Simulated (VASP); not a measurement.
# Mg3O4 in VASP: further runs

The runs below take Mg3O4 through single point, with PBE.

All numbers are computed with VASP 6.6.1; they aren't measurements. Logs are shortened: lines on timing, memory, paths and dates and some standing lists are left out, and cuts for length are marked.

**1. The cell of the first run**

The cell holds a slab with vacuum, 7 atoms: a = 3.009 Å, b = 3.009 Å, c = 19.780 Å, α = 90.00°, β = 90.00°, γ = 90.00°.

**2. Single point, PBE, collinear spin**

Input file INCAR:

```
PREC = Accurate
ENCUT = 520
EDIFF = 1E-6
ISMEAR = 0
SIGMA = 0.05
LREAL = False
LASPH = True
NELM = 150
ALGO = Normal
ISIF = 2
LWAVE = False
LCHARG = True
ISPIN = 2
MAGMOM = 0 0 0 0 0 0 2
LORBIT = 11
LDIPOL = True
IDIPOL = 3
DIPOL = 0.5 0.5 0.338
GGA = PE
LELF = True
LVHAR = True
LVACPOTAV = True
NBANDS = 28
```

Input file KPOINTS:

```
Automatic mesh
0
Gamma
  9 9 1
```

Input file POSCAR:

```
Mg3O4
1.0
    3.0085896345      0.0000000000      0.0000000000
    0.0000000000      3.0085896345      0.0000000000
    0.0000000000      0.0000000000     19.7799623498
Mg O
3 4
Direct
    0.5000000000      0.5000000000      0.2022248541
    0.0000000000      0.0000000000      0.3100331121
    0.5000000000      0.5000000000      0.4161289127
    0.0000000000      0.0000000000      0.2022248541
    0.5000000000      0.5000000000      0.3095409237
    0.0000000000      0.0000000000      0.4186035445
    0.1250000000      0.3750000000      0.5097743442
```

Potentials or basis: VASP PAW PBE potentials, release 64 (Mg, O).

The run is started by

```sh
> cat potpaw_PBE.64/Mg/POTCAR potpaw_PBE.64/O/POTCAR > POTCAR
> mpirun -np 1 vasp_std > vasp.out
```

OUTCAR:

```text
PREC = Accurate
   ENCUT = 520
   EDIFF = 1E-6
   ISMEAR = 0
   LREAL = False
   LASPH = True
   NELM = 150
   ISIF = 2
   ISPIN = 2
   LORBIT = 11
   GGA = PE

 ion  position               nearest neighbor table
   1  0.500  0.500  0.202-   5 2.12   4 2.13   4 2.13   4 2.13   4 2.13   2 3.01   2 3.01   2 3.01
                             2 3.01
   2  0.000  0.000  0.310-   5 2.13   5 2.13   5 2.13   5 2.13   4 2.13   6 2.15   3 2.99   3 2.99
                             3 2.99   3 2.99   1 3.01   1 3.01   1 3.01   1 3.01
   3  0.500  0.500  0.416-   5 2.11   6 2.13   6 2.13   6 2.13   6 2.13   7 2.20   7 2.67   2 2.99
                             2 2.99   2 2.99   2 2.99
   4  0.000  0.000  0.202-   1 2.13   1 2.13   1 2.13   1 2.13   2 2.13
   5  0.500  0.500  0.310-   3 2.11   1 2.12   2 2.13   2 2.13   2 2.13   2 2.13
   6  0.000  0.000  0.419-   3 2.13   3 2.13   3 2.13   3 2.13   2 2.15
   7  0.125  0.375  0.510-   3 2.20   3 2.67

  LATTYP: Found a simple tetragonal cell.
 ALAT       =     3.0085896345
 C/A-ratio  =     6.5744966090

  Lattice vectors:

 A1 = (   3.0085896345,   0.0000000000,   0.0000000000)
 A2 = (   0.0000000000,   3.0085896345,   0.0000000000)
 A3 = (   0.0000000000,   0.0000000000,  19.7799623498)

Analysis of symmetry for initial positions (statically):
=====================================================================
 Subroutine PRICEL returns:
 Original cell was already a primitive cell.

 Routine SETGRP: Setting up the symmetry group for a
 simple tetragonal supercell.

 Subroutine GETGRP returns: Found  1 space group operations
 (whereof  1 operations were pure point group operations)
 out of a pool of 16 trial point group operations.

The static configuration has the point symmetry C_1 .

Analysis of symmetry for dynamics (positions and initial velocities):
=====================================================================
 Subroutine PRICEL returns:
 Original cell was already a primitive cell.

 Routine SETGRP: Setting up the symmetry group for a
 simple tetragonal supercell.

 Subroutine GETGRP returns: Found  1 space group operations
 (whereof  1 operations were pure point group operations)
 out of a pool of 16 trial point group operations.

The dynamic configuration has the point symmetry C_1 .

Analysis of structural, dynamic, and magnetic symmetry:
=====================================================================
 Subroutine PRICEL returns:
 Original cell was already a primitive cell.

 Routine SETGRP: Setting up the symmetry group for a
 simple tetragonal supercell.

 Subroutine GETGRP returns: Found  1 space group operations
 (whereof  1 operations were pure point group operations)
 out of a pool of 16 trial point group operations.

The overall configuration has the point symmetry C_1 .

 Subroutine INISYM returns: Found  1 space group operations
 (whereof  1 operations are pure point group operations),
 and found     1 'primitive' translations

----------------------------------------------------------------------------------------

                                     Primitive cell

  volume of cell :     179.0405

  direct lattice vectors                    reciprocal lattice vectors
     3.008589634  0.000000000  0.000000000     0.332381654  0.000000000  0.000000000
     0.000000000  3.008589634  0.000000000     0.000000000  0.332381654  0.000000000
     0.000000000  0.000000000 19.779962350     0.000000000  0.000000000  0.050556214

  length of vectors
     3.008589634  3.008589634 19.779962350     0.332381654  0.332381654  0.050556214

  position of ions in fractional coordinates (direct lattice)
     0.500000000  0.500000000  0.202224854
     0.000000000  0.000000000  0.310033112
     0.500000000  0.500000000  0.416128913
     0.000000000  0.000000000  0.202224854
     0.500000000  0.500000000  0.309540924
     0.000000000  0.000000000  0.418603545
     0.125000000  0.375000000  0.509774344

  ion indices of the primitive-cell ions
   primitive index   ion index
                 1           1
                 2           2
                 3           3
                 4           4
                 5           5
                 6           6
                 7           7

----------------------------------------------------------------------------------------

 KPOINTS: Automatic mesh

Automatic generation of k-mesh.
 Grid dimensions read from file:
 generate k-points for:    9    9    1

 Generating k-lattice:

  Cartesian coordinates                     Fractional coordinates (reciprocal lattice)
     0.036931295  0.000000000  0.000000000     0.111111111  0.000000000  0.000000000
     0.000000000  0.036931295  0.000000000     0.000000000  0.111111111  0.000000000
     0.000000000  0.000000000  0.050556214     0.000000000  0.000000000  1.000000000

  Length of vectors
     0.036931295  0.036931295  0.050556214

  Shift w.r.t. Gamma in fractional coordinates (k-lattice)
     0.000000000  0.000000000  0.000000000

 Subroutine IBZKPT returns following result:
 ===========================================

 Found     41 irreducible k-points:

 Following reciprocal coordinates:
            Coordinates               Weight
  0.000000  0.000000  0.000000      1.000000
  0.111111  0.000000  0.000000      2.000000
  0.000000  0.111111  0.000000      2.000000
  0.222222  0.000000  0.000000      2.000000
  0.000000  0.222222  0.000000      2.000000
  0.333333  0.000000  0.000000      2.000000
[... 16 lines left out ...]
  0.111111  0.444444  0.000000      2.000000
  0.222222  0.222222  0.000000      2.000000
 [... further k-points ...]
   k-points           NKPTS =     41   k-points in BZ     NKDIM =     41   number of bands    NBANDS=     28
   number of dos      NEDOS =    301   number of ions     NIONS =      7
   total plane-waves  NPLWV =  86400
   dimension x,y,z NGX =    24 NGY =   24 NGZ =  150
   dimension x,y,z NGXF=    48 NGYF=   48 NGZF=  300
   ions per type =               3   4
   NGX,Y,Z   is equivalent  to a cutoff of  13.26, 13.26, 12.61 a.u.
   NGXF,Y,Z  is equivalent  to a cutoff of  26.52, 26.52, 25.21 a.u.
 SYSTEM =  unknown system
   PREC   = accura    normal or accurate (medium, high low for compatibility)
   ISTART =      0    job   : 0-new  1-cont  2-samecut
   ICHARG =      2    charge: 1-file 2-atom 10-const
   ISPIN  =      2    spin polarized calculation?
   LNONCOLLINEAR =      F non collinear calculations
   LSORBIT =      F    spin-orbit coupling
   LASPH  =      T    aspherical Exc in radial PAW
   ENCUT  =  520.0 eV  38.22 Ry    6.18 a.u.   5.59  5.59 36.78*2*pi/ulx,y,z
   NELM   =    150;   NELMIN=  2; NELMDL= -5     # of ELM steps
   EDIFF  = 0.1E-05   stopping-criterion for ELM
   LREAL  =      F    real-space projection
   EDIFFG = 0.1E-04   stopping-criterion for IOM
   NSW    =      0    number of steps for IOM
   IBRION =     -1    ionic relax: 0-MD 1-quasi-New 2-CG
   NFREE  =      0    steps in history (QN), initial steepest desc. (CG)
   ISIF   =      2    stress and relaxation
   ISYM   =      2    0-nonsym 1-usesym 2-fastsym
   POTIM  = 0.5000    time-step for ionic-motion
   TEBEG  =    0.0;   TEEND  =   0.0 temperature during run
   PSTRESS=    0.0 pullay stress
   NELECT =      30.0000    total number of electrons
   NUPDOWN=      -1.0000    fix difference up-down
   EMIN   =  10.00;   EMAX   =-10.00  energy-range for DOS
   EFERMI =   0.00;   METHOD = LEGACY
   ISMEAR =     0;   SIGMA  =   0.05  broadening in eV -4-tet -1-fermi 0-gaus
   EFERMI_NEDOS =   21; number of points for ismear=-14 and -15
   IALGO  =     38    algorithm
   IMIX   =      4    mixing-type and parameters
     AMIX     =   0.40;   BMIX     =  1.00
     AMIX_MAG =   1.60;   BMIX_MAG =  1.00
  volume/ion in A,a.u.               =      25.58       172.60
  Fermi-wavevector in a.u.,A,eV,Ry     =   0.902537  1.705547 11.082928  0.814572
  Thomas-Fermi vector in A             =   2.025752
   LORBIT       =     11    0 simple, 1 ext, 2 COOP (PROOUT), +10 PAW based schemes
   GGA     = PE    functional components
   LHFCALC =     F    Hartree Fock is set to
   AEXX    =    0.0000 exact exchange contribution
   IVDW    =     0    specifies the selected vdW correction
   LEPSILON=     F    determine dielectric tensor
   LRPA    =     F    only Hartree local field effects (RPA)
 spin polarized calculation
 Gauss-broadening in eV      SIGMA  =   0.05
  energy-cutoff  :      520.00
  volume of cell :      179.04
 maximum number of plane-waves:      4849
   NGX = 11   NGY = 11   NGZ = 73

 dipolmoment           0.000000      0.000000     -0.010905 electrons x Angstroem

 number of electron      30.0000001 magnetization       1.9999999

 dipolmoment           0.000000      0.000000      0.216753 electrons x Angstroem

 Free energy of the ion-electron system (eV)
  ---------------------------------------------------
  ext. energy  EPLUGINS =         0.00000000
  ---------------------------------------------------
  free energy    TOTEN  =       -37.41014781 eV

  energy without entropy =      -37.41014781  energy(sigma->0) =      -37.41014781

 E-fermi :  -1.9399     XC(G=0):  -4.8912

 val. band max:       -2.2006879705   @ k =   0.0000   0.1111   0.0000
 cond. band min:      -1.7070430523   @ k =  -0.3333   0.4444   0.0000
 fundamental gap:      0.4936449182
 Fermi energy:        -1.9399004497

 spin component 1

 k-point     1 :       0.0000    0.0000    0.0000
  band No.  band energies     occupation
      1     -20.5801      1.00000
      2     -20.1262      1.00000
      3     -19.3643      1.00000
      4     -18.8281      1.00000
      5      -6.9014      1.00000
      6      -6.0461      1.00000
[... 19 lines left out ...]
     26       8.0478      0.00000
     27       8.4787      0.00000
[... 661 lines left out ...]
 k-point    24 :       0.2222    0.2222    0.0000
  band No.  band energies     occupation
      1     -20.1870      1.00000
      2     -19.6975      1.00000
      3     -19.1068      1.00000
      4     -18.7379      1.00000
      5      -6.6716      1.00000
      6      -6.3549      1.00000
[... 19 lines left out ...]
     26       8.5694      0.00000
     27       8.8167      0.00000

 [... further k-points ...]

 spin component 2

 k-point     1 :       0.0000    0.0000    0.0000
  band No.  band energies     occupation
      1     -20.2202      1.00000
      2     -19.4489      1.00000
      3     -19.0700      1.00000
      4     -16.8672      1.00000
      5      -6.7055      1.00000
      6      -5.2313      1.00000
[... 19 lines left out ...]
     26       8.0953      0.00000
     27       8.6045      0.00000
[... 661 lines left out ...]
 k-point    24 :       0.2222    0.2222    0.0000
  band No.  band energies     occupation
      1     -19.7131      1.00000
      2     -19.1145      1.00000
      3     -18.8102      1.00000
      4     -16.7375      1.00000
      5      -6.4745      1.00000
      6      -6.0947      1.00000
[... 19 lines left out ...]
     26       8.6599      0.00000
     27       8.8183      0.00000

 [... further k-points ...]

 [bands above 27 left out]

------------------------ aborting loop because EDIFF is reached ----------------------------------------

  FORCE on cell =-STRESS in cart. coord.  units (eV):
  Direction    XX          YY          ZZ          XY          YZ          ZX
  --------------------------------------------------------------------------------------
  -------------------------------------------------------------------------------------
  Total       -2.9221556     -2.3336149     -0.0596238     -0.0296984      0.3264354      0.4280398
  in kB      -26.1494499    -20.8827841     -0.5335548     -0.2657613      2.9211672      3.8303931
  external PRESSURE =     -15.8552629 kB  Pullay stress =       0.0000000 kB

 VOLUME and BASIS-vectors are now :
 -----------------------------------------------------------------------------
  energy-cutoff  :      520.00
  volume of cell :      179.04
      direct lattice vectors                 reciprocal lattice vectors
     3.008589634  0.000000000  0.000000000     0.332381654  0.000000000  0.000000000
     0.000000000  3.008589634  0.000000000     0.000000000  0.332381654  0.000000000
     0.000000000  0.000000000 19.779962350     0.000000000  0.000000000  0.050556214

 POSITION                                       TOTAL-FORCE (eV/Angst)
 -----------------------------------------------------------------------------------
      1.50429      1.50429      4.00000         0.000520      0.001045      0.447300
      0.00000      0.00000      6.13244         0.014376      0.024389     -0.066837
      1.50429      1.50429      8.23101        -0.011080     -0.008059      1.634294
      0.00000      0.00000      4.00000         0.000770      0.001463     -0.427249
      1.50429      1.50429      6.12271         0.014306      0.025430     -0.025804
      0.00000      0.00000      8.27996        -0.292369     -0.290852     -1.549882
      0.37607      1.12822     10.08332         0.273476      0.246584     -0.011822
 -----------------------------------------------------------------------------------
    total drift:                                0.000456      0.000271     -0.001942

  FREE ENERGIE OF THE ION-ELECTRON SYSTEM (eV)
  ---------------------------------------------------
  free  energy   TOTEN  =       -37.4101478075 eV

  energy  without entropy=      -37.4101478075  energy(sigma->0) =      -37.41014781

 vacuum level on the upper side and lower side of the slab         5.675         1.342

 total charge

# of ion       s       p       d       tot
------------------------------------------
    1        0.141   0.150   0.062   0.352
    2        0.147   0.170   0.073   0.390
    3        0.137   0.158   0.068   0.364
    4        1.543   3.492   0.000   5.034
    5        1.543   3.541   0.000   5.084
    6        1.558   3.447   0.000   5.006
    7        1.620   3.023   0.000   4.643
--------------------------------------------------
tot          6.690  13.981   0.203  20.873

 magnetization (x)

# of ion       s       p       d       tot
------------------------------------------
    1        0.000   0.000   0.000   0.000
    2        0.002   0.003   0.002   0.006
    3       -0.003  -0.003  -0.000  -0.007
    4        0.000   0.001   0.000   0.001
    5        0.001   0.015   0.000   0.015
    6        0.015   0.262   0.000   0.277
    7        0.016   1.328   0.000   1.345
--------------------------------------------------
tot          0.030   1.606   0.001   1.638
```

Run time: 11 min. Hardware: 1 thread of Intel Xeon Platinum 8488C (Sapphire Rapids), shared host; peak memory 0.51 GiB.

Results:

| Item | Value |
| --- | --- |
| Free energy | -37.4101 eV |
| Largest force | 1.634 eV/Å |
| Band gap on the k mesh | 0.49 eV (least direct gap 0.88 eV) |
| Net moment | 2.00 μB per cell |
| Site moments | Mg +0.00, +0.01, -0.01; O +0.00, +0.01, +0.28, +1.34 μB |
| Valence electrons inside the program's atomic spheres | Mg 0.35, 0.39, 0.36; O 5.03, 5.08, 5.01, 4.64 |

Forces on the atoms (eV/Å):
```
Mg   0.001  0.001  0.447
Mg   0.014  0.024 -0.067
Mg  -0.011 -0.008  1.634
O    0.001  0.001 -0.427
O    0.014  0.025 -0.026
O   -0.292 -0.291 -1.550
O    0.273  0.247 -0.012
```

Caveat: semilocal functionals underestimate gaps, and a narrow one can read as zero.

**3. Single point, PBE, collinear spin**

Input file INCAR:

```
  PREC = Accurate
  ENCUT = 520
  EDIFF = 1E-7
  ISMEAR = 0
  SIGMA = 0.05
  LREAL = False
  LASPH = True
  NELM = 150
  ALGO = Normal
  ISIF = 2
  LWAVE = False
  LCHARG = True
  ISPIN = 2
  MAGMOM = 0 0 0 0 0 0 2
  LORBIT = 11
  LDIPOL = True
  IDIPOL = 3
  DIPOL = 0.5 0.5 0.335
  GGA = PE
  LELF = True
  LVHAR = True
  LVACPOTAV = True
  NBANDS = 28
```

Input file KPOINTS:

```
regular mesh
0
Gamma
  9 9 1
```

POSCAR: that of step 2 with these lines changed.

```diff
@@ -14,2 +14,2 @@
     0.0000000000      0.0000000000      0.4186035445
-    0.1250000000      0.3750000000      0.5097743442
+    0.1250000000      0.2500000000      0.4836168870
```

Potentials or basis: VASP PAW PBE potentials, release 64 (Mg, O).

The run is started by

```sh
> cat potpaw_PBE.64/Mg/POTCAR potpaw_PBE.64/O/POTCAR > POTCAR
> mpirun -np 1 vasp_std > vasp.out
```

Run time: 15 min. Hardware: 1 thread of Intel Xeon Platinum 8488C (Sapphire Rapids), shared host; peak memory 0.51 GiB.

The run converged. Its results:

- Free energy: -37.8994 eV
- Largest force: 2.567 eV/Å
- Band gap on the k mesh: 0.06 eV (least direct gap 0.09 eV)
- Net moment: 0.00 μB per cell
- Valence electrons inside the program's atomic spheres: Mg 0.35, 0.39, 0.41; O 5.03, 5.08, 5.02, 4.86

Forces on the atoms (eV/Å):
```
Mg   0.002  0.003  0.352
Mg   0.059  0.123 -0.190
Mg   1.010  0.590  2.284
O    0.003  0.006 -0.334
O    0.075  0.162  0.072
O   -0.560 -0.221 -2.305
O   -0.589 -0.664  0.121
```

Levels at points of the mesh, in eV from the valence-band top:
Spin up:
| k point | band 13 | band 14 | band 15 | band 16 | band 17 | band 18 |
| --- | --- | --- | --- | --- | --- | --- |
| (0.00, 0.00, 0.00) | -3.50 | -0.82 | -0.03 | 0.06 | 1.81 | 2.53 |
Spin down:
| k point | band 13 | band 14 | band 15 | band 16 | band 17 | band 18 |
| --- | --- | --- | --- | --- | --- | --- |
| (0.00, 0.00, 0.00) | -3.50 | -0.82 | -0.03 | 0.06 | 1.80 | 2.53 |

Caveat: semilocal functionals underestimate gaps, and a narrow one can read as zero.
